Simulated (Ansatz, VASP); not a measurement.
## One calculation of C, two programs

INCAR

```
  PREC = Accurate
  ENCUT = 520
  EDIFF = 1E-6
  ISMEAR = -1
  SIGMA = 0.05
  LREAL = False
  LASPH = True
  NELM = 60
  ALGO = Normal
  ISIF = 2
  LWAVE = False
  LCHARG = False
  GGA = PE
  IBRION = 2
  NSW = 60
  EDIFFG = -0.01
```

Contents of KPOINTS:

```
Automatic mesh
0
Gamma
  10 10 3
```

The input POSCAR:

```
C
1.0
    2.5725420000      0.0000000000      0.0000000000
   -1.2862710000      2.2278867243      0.0000000000
    0.0000000000      0.0000000000      8.2371000000
C
8
Direct
    0.6666666667      0.3333333333      0.8437500000
    0.3333333333      0.6666666667      0.3437500000
    0.6666666667      0.3333333333      0.6562500000
    0.3333333333      0.6666666667      0.1562500000
    0.0000000000      0.0000000000      0.9062500000
    0.0000000000      0.0000000000      0.4062500000
    0.0000000000      0.0000000000      0.5937500000
    0.0000000000      0.0000000000      0.0937500000
```

File input.yaml:

```yaml
crystal:
  lattice:
    - [2.572542, 0.0, 0.0]
    - [-1.286271, 2.2278867243, 0.0]
    - [0.0, 0.0, 8.2371]
  atoms:
    - { symbol: C, position: [0.6666666667, 0.3333333333, 0.84375] }
    - { symbol: C, position: [0.3333333333, 0.6666666667, 0.34375] }
    - { symbol: C, position: [0.6666666667, 0.3333333333, 0.65625] }
    - { symbol: C, position: [0.3333333333, 0.6666666667, 0.15625] }
    - { symbol: C, position: [0.0, 0.0, 0.90625] }
    - { symbol: C, position: [0.0, 0.0, 0.40625] }
    - { symbol: C, position: [0.0, 0.0, 0.59375] }
    - { symbol: C, position: [0.0, 0.0, 0.09375] }
hamiltonian:
  xc: pbe
  pseudopotentials: { kind: paw }
kpoints:
  mp_grid: { grid: [10, 10, 3] }
scf:
  occupations: { method: fermi_dirac, width: 0.05 }
output:
  forces: true
  stress: true
  eigenvalues: true
relax:
  f_tol: 0.01
  max_steps: 40
```

Alike in both runs: task relaxation of the atoms; functional PBE; k mesh 10 × 10 × 3; occupations fermi-dirac, width 0.05 eV; no spin polarisation.

|  | VASP | Ansatz |
| --- | --- | --- |
| version | VASP 6.6.1 | Ansatz 0.2.0 |
| potentials or method | VASP PAW PBE potentials, release 64 (C) | Ansatz PAW |
| plane-wave cutoff (eV) | 520 | 420 |
| valence electrons in the cell | 32 | 32 |

Ansatz gave:

```
gap on the k mesh at the Fermi level, each at its own relaxed structure (eV) : 4.14
```

What did VASP give for the same quantities?

gap on the k mesh at the Fermi level, each at its own relaxed structure (eV): 4.13.

Noted on Ansatz's run: Pulay correction over one GPa; odd divisions of the mesh miss points on the zone boundary, where band edges often lie, so the gap on the mesh can be too wide.
